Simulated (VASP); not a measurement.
Runs of VASP 6.6.1 on AlIn2Sb2As. The structure is that of space group P6/mmm (No. 191), or close to it. The cells are those of the table. 

```tsv
task	cell	k mesh	cutoff (eV)	gap on the mesh (eV)	pressure (GPa)	largest force (eV/Å)
relaxation of cell and atoms	relaxed from a = 4.319, b = 4.319, c = 10.155 Å, angles 90.0, 90.0, 120.0°, 6 atoms	6 × 6 × 2	600	none	0.0	0.03
single point	a = 4.319, b = 4.319, c = 10.155 Å, angles 90.0, 90.0, 120.0°, 6 atoms	6 × 6 × 2	520	none	(a)	0.92
single point	a = 5.263, b = 5.263, c = 10.365 Å, angles 90.0, 90.0, 120.0°, 6 atoms	12 × 12 × 4	520	none	0.1	0.01
single point	a = 5.212, b = 5.212, c = 10.506 Å, angles 90.0, 90.0, 120.0°, 6 atoms	6 × 6 × 2	520	none	0.1	-
```

Alike in all rows: level PBE; potentials or basis VASP PAW PBE potentials, release 64 (Al, In_d, Sb, As); no spin polarisation; smearing gaussian 0.1 eV.

Problem. Fill in the values left out.

Solution. (a) 21.3.

Caveats: spin-orbit coupling is left out, which moves the levels of the heavy elements.

A k mesh can miss the band edges, and the runs leave out spin-orbit coupling on As, In, Sb.

A gap of «none» marks levels without a gap at the run's occupations.
